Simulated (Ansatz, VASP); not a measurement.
**One calculation of MgO, two programs**

```
Mg O
1.0
     3.52132    0.00000    0.00000
     1.76066   -3.04955   -4.23938
     1.76066    3.04955   -4.23938
Mg O
4 4
Direct
  0.87493 0.45840 0.79173
  0.38066 0.95268 0.28601
  0.12779 0.54409 0.20032
  0.62779 0.03366 0.71075
  0.62075 0.70995 0.04854
  0.12075 0.21521 0.54329
  0.37106 0.29560 0.96227
  0.87044 0.79622 0.46289
```

Change from the starting cell: mode 12 frozen in at -0.036 Å and mode 21 at -0.032 Å (largest displacements).

Alike in both runs: task single point; functional PBE; k mesh 8 × 8 × 8; occupations gaussian, width 0.05 eV; no spin polarisation.

|  | VASP | Ansatz |
| --- | --- | --- |
| version | VASP 6.6.1 | Ansatz 0.2.0 |
| potentials or method | VASP PAW PBE potentials, release 64 (Mg, O), cutoff 520 eV | scalar-relativistic, plane waves, PAW |
| valence electrons in the cell | 32 | 64 |

|  | VASP | Ansatz | Ansatz less VASP |
| --- | --- | --- | --- |
| gap on the k mesh at the Fermi level (eV) | 3.21 | 3.23 | +0.022 |
| least direct gap on the mesh (eV) | 3.21 | 3.23 | +0.022 |
| pressure (GPa) | -0.3 | 0.3 | +0.57 |
| traceless stress, the component that is largest in VASP (GPa) | 0.64 | 0.74 | +0.100 |
| rms of the force components (eV/Å) | 0.299 | 0.296 | -0.0035 |

Atom by atom the forces differ by 0.004 eV/Å (rms over components). VASP's potentials hold 32 valence electrons a cell and Ansatz's 64, so a difference there can come from the potentials and not from the codes.
